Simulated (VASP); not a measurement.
A run of VASP 6.6.1:

The input INCAR:

```
SYSTEM = SnSe
PREC = Accurate
ENCUT = 500
EDIFF = 1E-6
ISMEAR = 0
SIGMA = 0.01
LREAL = .False.
LASPH = .True.
NELM = 120
ALGO = Normal
ISIF = 2
LWAVE = .False.
LCHARG = .True.
GGA = PS
LELF = .True.
LVHAR = .True.
NBANDS = 17
GGA_COMPAT = .False.
```

The input KPOINTS:

```
Automatic mesh
0
Gamma
  6 6 6
  0 0 0
```

Contents of POSCAR:

```
SnSe
1.0
    0.0000000000      3.0882165597      3.0882165597
    3.0882165597      0.0000000000      3.0882165597
    3.0882165597      3.0882165597      0.0000000000
Sn Se
1 1
Direct
    0.0000000000      0.0000000000      0.0000000000
    0.5000000000      0.5000000000      0.5000000000
```

Potentials or basis: VASP PAW PBE potentials, release 64 (Sn_d, Se).

Run with:

```bash
$ cat potpaw_PBE.64/Sn_d/POTCAR potpaw_PBE.64/Se/POTCAR > POTCAR
$ mpirun -np 1 vasp_std > vasp.out
```

Hardware: 1 thread of Intel Xeon 8259CL, with other jobs on the host.

Q: Estimate the wall time of this run.

A: It took 27 s on 1 thread of Intel Xeon 8259CL, on a shared host, peak memory 0.17 GiB. Counts: scf iterations 12, k points 16.
